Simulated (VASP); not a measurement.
# BN (P3m1) in VASP: a series of runs

BN is run at these levels: PBE; tasks: single point.

Program: VASP 6.6.1. These are calculated values, not measurements. Logs are shortened: lines on timing, memory, paths and dates and some standing lists are left out, and cuts for length are marked.

## (1) The cell of the first run

Symmetry: P3m1, No. 156, trigonal system. Conventional cell: a = 2.555 Å, b = 2.555 Å, c = 4.225 Å, α = 90.00°, β = 90.00°, γ = 120.00°. B (site symmetry 3m) has 1 N at 1.15 Å within 1.5 Å. Within 2.1 Å of B (site symmetry 3m) lie 4 N at 1.60 to 2.02 Å. Within 1.5 Å of N (site symmetry 3m) lie 1 B at 1.15 Å. Within 2.1 Å of N (site symmetry 3m) lie 4 B at 1.54 to 2.02 Å.

## (2) Single point, PBE (mode 8 (949.4 1/cm) frozen in, largest displacement +0.263 Å)

Contents of INCAR:

```
PREC = Accurate ; ENCUT = 520
EDIFF = 1E-6 ; ISMEAR = 0
SIGMA = 0.05 ; LREAL = F
LASPH = T ; NELM = 60
ALGO = Normal ; ISIF = 2
LWAVE = F ; LCHARG = F
GGA = PE ; NBANDS = 16
```

Contents of KPOINTS:

```
Automatic mesh
0
Gamma
  12 12 6
```

Contents of POSCAR:

```
BN
1.0
    2.5545800960      0.0000000000      0.0000000000
   -1.2772900480      2.2123312591      0.0000000000
    0.0000000000      0.0000000000      4.2245145352
B N
2 2
Direct
    0.6666666667      0.3333333333      0.9589309703
    0.3333333333      0.6666666667      0.5406807391
    0.6666666667      0.3333333333      0.6873314626
    0.3333333333      0.6666666667      0.0630568280
```

Potentials or basis: VASP PAW PBE potentials, release 64 (B, N).

Started as:

```bash
$ cat potpaw_PBE.64/B/POTCAR potpaw_PBE.64/N/POTCAR > POTCAR
$ mpirun -np 1 vasp_std > vasp.out
```

OUTCAR:

```text
PREC = Accurate
   ENCUT = 520
   EDIFF = 1E-6
   ISMEAR = 0
   LREAL = F
   LASPH = T
   NELM = 60
   ISIF = 2
   GGA = PE

 ion  position               nearest neighbor table
   1  0.667  0.333  0.959-   3 1.15   4 1.54   4 1.54   4 1.54
   2  0.333  0.667  0.541-   3 1.60   3 1.60   3 1.60
   3  0.667  0.333  0.687-   1 1.15   2 1.60   2 1.60   2 1.60
   4  0.333  0.667  0.063-   1 1.54   1 1.54   1 1.54

  LATTYP: Found a hexagonal cell.
 ALAT       =     2.5545800960
 C/A-ratio  =     1.6537021258

  Lattice vectors:

 A1 = (   2.5545800960,   0.0000000000,   0.0000000000)
 A2 = (  -1.2772900480,   2.2123312591,   0.0000000000)
 A3 = (   0.0000000000,   0.0000000000,   4.2245145352)

Analysis of symmetry for initial positions (statically):
=====================================================================
 Subroutine PRICEL returns:
 Original cell was already a primitive cell.

 Routine SETGRP: Setting up the symmetry group for a
 hexagonal supercell.

 Subroutine GETGRP returns: Found  6 space group operations
 (whereof  6 operations were pure point group operations)
 out of a pool of 24 trial point group operations.

The static configuration has the point symmetry C_3v.

Analysis of symmetry for dynamics (positions and initial velocities):
=====================================================================
 Subroutine PRICEL returns:
 Original cell was already a primitive cell.

 Routine SETGRP: Setting up the symmetry group for a
 hexagonal supercell.

 Subroutine GETGRP returns: Found  6 space group operations
 (whereof  6 operations were pure point group operations)
 out of a pool of 24 trial point group operations.

The dynamic configuration has the point symmetry C_3v.

 Subroutine INISYM returns: Found  6 space group operations
 (whereof  6 operations are pure point group operations),
 and found     1 'primitive' translations

----------------------------------------------------------------------------------------

                                     Primitive cell

  volume of cell :      23.8752

  direct lattice vectors                    reciprocal lattice vectors
     2.554580096  0.000000000  0.000000000     0.391453766  0.226005937  0.000000000
    -1.277290048  2.212331259  0.000000000     0.000000000  0.452011875  0.000000000
     0.000000000  0.000000000  4.224514535     0.000000000  0.000000000  0.236713590

  length of vectors
     2.554580096  2.554580096  4.224514535     0.452011875  0.452011875  0.236713590

  position of ions in fractional coordinates (direct lattice)
     0.666666667  0.333333333  0.958930970
     0.333333333  0.666666667  0.540680739
     0.666666667  0.333333333  0.687331463
     0.333333333  0.666666667  0.063056828

  ion indices of the primitive-cell ions
   primitive index   ion index
                 1           1
                 2           2
                 3           3
                 4           4

----------------------------------------------------------------------------------------

 KPOINTS: Automatic mesh

Automatic generation of k-mesh.
 Grid dimensions read from file:
 generate k-points for:   12   12    6

 Generating k-lattice:

  Cartesian coordinates                     Fractional coordinates (reciprocal lattice)
     0.032621147  0.018833828  0.000000000     0.083333333  0.000000000  0.000000000
     0.000000000  0.037667656  0.000000000     0.000000000  0.083333333  0.000000000
     0.000000000  0.000000000  0.039452265     0.000000000  0.000000000  0.166666667

  Length of vectors
     0.037667656  0.037667656  0.039452265

  Shift w.r.t. Gamma in fractional coordinates (k-lattice)
     0.000000000  0.000000000  0.000000000

 Subroutine IBZKPT returns following result:
 ===========================================

 Found    100 irreducible k-points:

 Following reciprocal coordinates:
            Coordinates               Weight
  0.000000  0.000000  0.000000      1.000000
  0.083333 -0.000000  0.000000      6.000000
  0.166667  0.000000  0.000000      6.000000
  0.250000  0.000000  0.000000      6.000000
  0.333333 -0.000000  0.000000      6.000000
  0.416667 -0.000000  0.000000      6.000000
[... 16 lines left out ...]
  0.166667  0.000000  0.166667      6.000000
  0.000000  0.166667  0.166667      6.000000
 [... further k-points ...]
   k-points           NKPTS =    100   k-points in BZ     NKDIM =    100   number of bands    NBANDS=     16
   number of dos      NEDOS =    301   number of ions     NIONS =      4
   total plane-waves  NPLWV =  12800
   dimension x,y,z NGX =    20 NGY =   20 NGZ =   32
   dimension x,y,z NGXF=    40 NGYF=   40 NGZF=   64
   ions per type =               2   2
   NGX,Y,Z   is equivalent  to a cutoff of  13.02, 13.02, 12.59 a.u.
   NGXF,Y,Z  is equivalent  to a cutoff of  26.03, 26.03, 25.19 a.u.
 SYSTEM =  unknown system
   PREC   = accura    normal or accurate (medium, high low for compatibility)
   ISTART =      0    job   : 0-new  1-cont  2-samecut
   ICHARG =      2    charge: 1-file 2-atom 10-const
   ISPIN  =      1    spin polarized calculation?
   LNONCOLLINEAR =      F non collinear calculations
   LSORBIT =      F    spin-orbit coupling
   LASPH  =      T    aspherical Exc in radial PAW
   ENCUT  =  520.0 eV  38.22 Ry    6.18 a.u.   4.75  4.75  7.85*2*pi/ulx,y,z
   NELM   =     60;   NELMIN=  2; NELMDL= -5     # of ELM steps
   EDIFF  = 0.1E-05   stopping-criterion for ELM
   LREAL  =      F    real-space projection
   EDIFFG = 0.1E-04   stopping-criterion for IOM
   NSW    =      0    number of steps for IOM
   IBRION =     -1    ionic relax: 0-MD 1-quasi-New 2-CG
   NFREE  =      0    steps in history (QN), initial steepest desc. (CG)
   ISIF   =      2    stress and relaxation
   ISYM   =      2    0-nonsym 1-usesym 2-fastsym
   POTIM  = 0.5000    time-step for ionic-motion
   TEBEG  =    0.0;   TEEND  =   0.0 temperature during run
   PSTRESS=    0.0 pullay stress
   NELECT =      16.0000    total number of electrons
   NUPDOWN=      -1.0000    fix difference up-down
   EMIN   =  10.00;   EMAX   =-10.00  energy-range for DOS
   EFERMI =   0.00;   METHOD = LEGACY
   ISMEAR =     0;   SIGMA  =   0.05  broadening in eV -4-tet -1-fermi 0-gaus
   EFERMI_NEDOS =   21; number of points for ismear=-14 and -15
   IALGO  =     38    algorithm
   IMIX   =      4    mixing-type and parameters
     AMIX     =   0.40;   BMIX     =  1.00
     AMIX_MAG =   1.60;   BMIX_MAG =  1.00
  volume/ion in A,a.u.               =       5.97        40.28
  Fermi-wavevector in a.u.,A,eV,Ry     =   1.432625  2.707270 27.924811  2.052416
  Thomas-Fermi vector in A             =   2.552232
   LORBIT       =      0    0 simple, 1 ext, 2 COOP (PROOUT), +10 PAW based schemes
   GGA     = PE    functional components
   LHFCALC =     F    Hartree Fock is set to
   AEXX    =    0.0000 exact exchange contribution
   IVDW    =     0    specifies the selected vdW correction
   LEPSILON=     F    determine dielectric tensor
   LRPA    =     F    only Hartree local field effects (RPA)
 non-spin polarized calculation
 Gauss-broadening in eV      SIGMA  =   0.05
  energy-cutoff  :      520.00
  volume of cell :       23.88
 maximum number of plane-waves:       660
 NGX is ok and might be reduce to    20
   NGX =  9   NGY =  9   NGZ = 15

 number of electron      15.9999999 magnetization

 Free energy of the ion-electron system (eV)
  ---------------------------------------------------
  ext. energy  EPLUGINS =         0.00000000
  ---------------------------------------------------
  free energy    TOTEN  =       -28.93272964 eV

  energy without entropy =      -28.93272964  energy(sigma->0) =      -28.93272964

 E-fermi :   8.1010     XC(G=0): -12.6380

 val. band max:        7.8216848776   @ k =   0.0000   0.0000   0.0000
 cond. band min:      11.3001999195   @ k =   0.5000   0.0000   0.5000
 fundamental gap:      3.4785150419
 Fermi energy:         8.1010006600

 k-point     1 :       0.0000    0.0000    0.0000
  band No.  band energies     occupation
      1     -14.5806      2.00000
      2      -8.2200      2.00000
      3      -3.5394      2.00000
      4       3.5819      2.00000
      5       3.5819      2.00000
      6       6.2107      2.00000
[... 8 lines left out ...]
     15      20.1958      0.00000
     16      26.0513      0.00000

 k-point     2 :       0.0833   -0.0000    0.0000
  band No.  band energies     occupation
      1     -14.4352      2.00000
      2      -8.1156      2.00000
      3      -3.4071      2.00000
      4       2.8022      2.00000
      5       3.3301      2.00000
      6       6.3765      2.00000
[... 8 lines left out ...]
     15      20.6662      0.00000
     16      24.8776      0.00000

 k-point     3 :       0.1667    0.0000    0.0000
  band No.  band energies     occupation
      1     -14.0048      2.00000
      2      -7.8267      2.00000
      3      -3.0256      2.00000
      4       1.1809      2.00000
      5       2.7250      2.00000
      6       5.8269      2.00000
[... 8 lines left out ...]
     15      21.9021      0.00000
     16      23.2601      0.00000

 k-point     4 :       0.2500    0.0000    0.0000
  band No.  band energies     occupation
      1     -13.3093      2.00000
      2      -7.4519      2.00000
      3      -2.4746      2.00000
      4      -0.5054      2.00000
      5       2.0326      2.00000
      6       4.1240      2.00000
[... 8 lines left out ...]
     15      23.1015      0.00000
     16      23.5358      0.00000
[... 324 lines left out ...]
 k-point    22 :       0.0000    0.0833    0.1667
  band No.  band energies     occupation
      1     -14.3808      2.00000
      2      -8.4878      2.00000
      3      -2.7703      2.00000
      4       2.8299      2.00000
      5       3.3668      2.00000
      6       5.9505      2.00000
[... 8 lines left out ...]
     15      20.4960      0.00000
     16      25.2173      0.00000

 k-point    23 :       0.1667    0.0000    0.1667
  band No.  band energies     occupation
      1     -13.9522      2.00000
      2      -8.1648      2.00000
      3      -2.4902      2.00000
      4       1.2736      2.00000
      5       2.7705      2.00000
      6       5.7495      2.00000
[... 8 lines left out ...]
     15      21.6682      0.00000
     16      24.0077      0.00000

 k-point    24 :       0.0000    0.1667    0.1667
  band No.  band energies     occupation
      1     -13.9519      2.00000
      2      -8.1700      2.00000
      3      -2.4514      2.00000
      4       1.2198      2.00000
      5       2.7672      2.00000
      6       5.4875      2.00000
[... 8 lines left out ...]
     15      21.7500      0.00000
     16      23.6708      0.00000

 [... further k-points ...]

------------------------ aborting loop because EDIFF is reached ----------------------------------------

  FORCE on cell =-STRESS in cart. coord.  units (eV):
  Direction    XX          YY          ZZ          XY          YZ          ZX
  --------------------------------------------------------------------------------------
  -------------------------------------------------------------------------------------
  Total        1.4689925      1.4689925     30.9512138     -0.0000000      0.0000000      0.0000000
  in kB       98.5788343     98.5788343   2077.0252630     -0.0000000      0.0000000      0.0000000
  external PRESSURE =     758.0609772 kB  Pullay stress =       0.0000000 kB

 VOLUME and BASIS-vectors are now :
 -----------------------------------------------------------------------------
  energy-cutoff  :      520.00
  volume of cell :       23.88
      direct lattice vectors                 reciprocal lattice vectors
     2.554580096  0.000000000  0.000000000     0.391453766  0.226005937  0.000000000
    -1.277290048  2.212331259  0.000000000     0.000000000  0.452011875  0.000000000
     0.000000000  0.000000000  4.224514535     0.000000000  0.000000000  0.236713590

 POSITION                                       TOTAL-FORCE (eV/Angst)
 -----------------------------------------------------------------------------------
      1.27729      0.73744      4.05102         0.000000      0.000000     25.595512
     -0.00000      1.47489      2.28411        -0.000000      0.000000     -2.350570
      1.27729      0.73744      2.90364         0.000000     -0.000000    -32.050739
     -0.00000      1.47489      0.26638        -0.000000     -0.000000      8.805797
 -----------------------------------------------------------------------------------
    total drift:                                0.000000      0.000000     -0.000268

  FREE ENERGIE OF THE ION-ELECTRON SYSTEM (eV)
  ---------------------------------------------------
  free  energy   TOTEN  =       -28.9327296442 eV

  energy  without entropy=      -28.9327296442  energy(sigma->0) =      -28.93272964
```

Run time: 62 s. Hardware: 1 thread of AMD EPYC 7R13, shared host; peak memory 0.15 GiB.

Results:

```yaml
Free_energy: -28.9327 eV
Pressure: 75.8 GPa
Largest_force: 32.051 eV/Å
Band_gap_on_the_k_mesh: 3.48 eV, indirect (least direct gap 4.60 eV)
```

Forces on the atoms (eV/Å):
```
B     0.000   0.000  25.596
B     0.000   0.000  -2.351
N     0.000   0.000 -32.051
N     0.000   0.000   8.806
```

Caveat: the cell differs from its parent crystal (mode 8 (949.4 1/cm) frozen in, largest displacement +0.263 Å); forces of over 1 eV/Å act on the atoms, so gaps and moduli don't describe the material at rest. A k mesh can miss the band edges.

## (3) Single point, PBE (mode 8 (949.4 1/cm) frozen in, largest displacement +0.188 Å)

Contents of INCAR:

```
SYSTEM = BN
  PREC = Accurate
  ENCUT = 520
  EDIFF = 1E-6
  ISMEAR = 0
  SIGMA = 0.05
  LREAL = .False.
  LASPH = .True.
  NELM = 80
  ALGO = Normal
  ISIF = 2
  LWAVE = .False.
  LCHARG = .False.
  GGA = PE
  NBANDS = 16
```

Contents of KPOINTS:

```
regular mesh
0
Gamma
  12 12 6
  0 0 0
```

Contents of POSCAR:

```
BN
1.0
    2.5545800960      0.0000000000      0.0000000000
   -1.2772900480      2.2123312591      0.0000000000
    0.0000000000      0.0000000000      4.2245145352
B N
2 2
Direct
    0.6666666667      0.3333333333      0.9706095087
    0.3333333333      0.6666666667      0.5290022007
    0.6666666667      0.3333333333      0.6695779434
    0.3333333333      0.6666666667      0.0808103472
```

Potentials or basis: VASP PAW PBE potentials, release 64 (B, N).

Started as:

```bash
$ cat potpaw_PBE.64/B/POTCAR potpaw_PBE.64/N/POTCAR > POTCAR
$ mpirun -np 1 vasp_std > vasp.out
```

Wall time 55 s (1 thread of AMD EPYC 7R13, shared host); peak memory 0.15 GiB.

It converged, with:

| Quantity | Value |
| --- | --- |
| Free energy | -32.2556 eV |
| Pressure | 35.2 GPa |
| Largest force | 16.261 eV/Å |
| Band gap on the k mesh | 4.53 eV, indirect (least direct gap 6.31 eV) |

Forces on the atoms (eV/Å):
```
B     0.000   0.000  11.818
B     0.000   0.000  -2.083
N     0.000   0.000 -16.261
N     0.000   0.000   6.526
```

Stress tensor (GPa, compression positive):
```
 4.77  0.00  0.00
 0.00  4.77  0.00
 0.00  0.00 96.17
```

Levels at points of the mesh, in eV from the valence-band top:
```tsv
k point	band 4	band 5	band 6	band 7	band 8	band 9	band 10	band 11	band 12	band 13
(0.00, 0.00, 0.00)	-3.24	-3.24	-0.98	0.00	0.00	6.33	7.58	7.58	8.86	10.73
(0.50, 0.00, 0.00)	-8.27	-7.10	-5.97	-4.08	-2.04	5.96	7.10	9.01	9.86	11.49
(0.00, 0.00, 0.50)	-4.27	-2.98	-2.98	-0.45	-0.45	5.97	8.16	8.16	10.07	10.58
(0.50, 0.00, 0.50)	-9.57	-5.59	-5.35	-2.84	-2.00	4.53	6.27	8.73	10.39	11.84
```

Caveat: the cell differs from its parent crystal (mode 8 (949.4 1/cm) frozen in, largest displacement +0.188 Å); forces of over 1 eV/Å act on the atoms, so gaps and moduli don't describe the material at rest. A k mesh can miss the band edges.

[end of part 1 of 2]
